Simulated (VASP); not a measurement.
A run of VASP 6.6.1 is set up as follows.

File INCAR:

```
PREC     = Accurate       # precision mode
ENCUT    = 520            # plane-wave cutoff, eV
EDIFF    = 1E-6           # SCF threshold, eV
ISMEAR   = -1             # smearing method
SIGMA    = 0.05           # smearing width, eV
LREAL    = Auto         
LASPH    = True           # aspherical terms in the spheres
NELM     = 60             # most SCF steps
ALGO     = Normal         # electronic algorithm
ISIF     = 2              # what is computed and relaxed
LWAVE    = False          # write WAVECAR
LCHARG   = False          # write CHGCAR
GGA      = PS             # functional
IVDW     = 13             # dispersion correction
NELECT   = 66.0         
NBANDS   = 46             # bands
```

KPOINTS

```
Automatic mesh
0
Gamma
  2 2 2
  0.5 0.5 0.5
```

POSCAR

```
Si3C
1.0
    9.9260860000      0.0000000000      0.0000000000
    0.0000000000      4.9630430000      0.0000000000
    0.0000000000      0.0000000000      4.9630430000
C Si
4 12
Direct
    0.0008060000      0.9979920000      0.0062970000
    0.1267030000      0.2492070000      0.2435480000
    0.2514410000      0.4927230000      0.9985520000
    0.3765960000      0.7468860000      0.2478150000
    0.5018640000      0.0018550000      0.9996030000
    0.6251850000      0.2519110000      0.2540450000
    0.7534630000      0.4908680000      0.9953620000
    0.8746880000      0.7532940000      0.2452160000
    0.2471680000      0.9987650000      0.4960950000
    0.7497660000      0.0066420000      0.5003310000
    0.3725620000      0.2608300000      0.7494140000
    0.8765770000      0.2523490000      0.7503420000
    0.9994300000      0.4915200000      0.5013780000
    0.5005910000      0.4942450000      0.4987140000
    0.1237420000      0.7474380000      0.7490330000
    0.6261000000      0.7537490000      0.7553770000
```

Potentials or basis: VASP PAW PBE potentials, release 64 (C, Si).

Command:

```sh
$ cat potpaw_PBE.64/C/POTCAR potpaw_PBE.64/Si/POTCAR > POTCAR
$ mpirun -np 1 vasp_std > vasp.out
```

Q: Estimate the largest force.

A: 5.166 eV/Å.

Q: Estimate the dispersion energy per atom.

A: -0.190 eV.

Forces in eV/Å, atoms in the order of the input:
```
C    0.095  0.059 -0.192
C    0.030 -0.146 -0.102
C   -0.448  0.265  0.224
C   -0.086  0.118 -0.008
Si  -3.222 -1.830  2.320
Si   0.002 -0.056 -0.682
Si  -0.645  0.925  0.559
Si   2.686  2.049 -1.837
Si   0.437  0.364 -4.303
Si   0.411 -0.804  0.448
Si  -2.851  1.113  2.583
Si   2.821 -3.704  2.237
Si   2.884 -1.342 -3.196
Si  -2.366  3.771 -1.806
Si   0.194 -0.055  4.686
Si   0.059 -0.728 -0.932
```

Caveat: the k points lie up to 0.63 Å⁻¹ apart; the cell carries a net charge on a neutralising background, which shifts energy and pressure; the PAW data sets were made with another functional, which shifts forces and pressure a little.
